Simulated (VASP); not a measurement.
LiBeS3, 5 atoms in the cell. The structure is tetragonal, space group P4mm (No. 99). Conventional cell: a = 4.066 Å, b = 4.066 Å, c = 5.353 Å, α = 90.00°, β = 90.00°, γ = 90.00°. Within 3.9 Å of Li (site symmetry 4mm) lie 12 S at 2.98 to 3.36 Å and 4 Be at 3.24 Å. Within 3.0 Å of Be (site symmetry 4mm) lie 5 S at 2.27 to 2.35 Å. Within 3.1 Å of S (site symmetry 2mm) lie 2 Be at 2.35 Å and 6 S at 2.78 to 2.87 Å. Within 3.0 Å of S (site symmetry 4mm) lie 1 Be at 2.27 Å and 4 S at 2.78 Å and 4 Li at 2.98 Å. 

```yaml
Program: VASP 6.6.1
Task: relaxation of cell and atoms
Functional: PBE
Potentials_or_basis: VASP PAW PBE potentials, release 64 (Li_sv, Be, S)
Cutoff: 600 eV
k_mesh: 4 × 4 × 4
Occupations: gaussian, width 0.1 eV
Spin: no spin polarisation
Dipole_correction: no
Further_INCAR_settings: ALGO = Normal; EDIFF = 1e-06; IBRION = 2; EDIFFG = -0.04; NSW = 90; ISIF = 3
```

Potentials or basis: VASP PAW PBE potentials, release 64 (Li_sv, Be, S).

Command:

```bash
$ cat potpaw_PBE.64/Li_sv/POTCAR potpaw_PBE.64/Be/POTCAR potpaw_PBE.64/S/POTCAR > POTCAR
$ mpirun -np 1 vasp_std > vasp.out
```

Hardware: 1 thread of AMD EPYC 7R13, with other jobs on the host.

Estimate the wall time of this run.

Run time: 26 min on 1 thread of AMD EPYC 7R13, with other jobs on the host, peak memory 0.2 GiB. Counts: scf iterations 365, k points 18, ion steps 38.
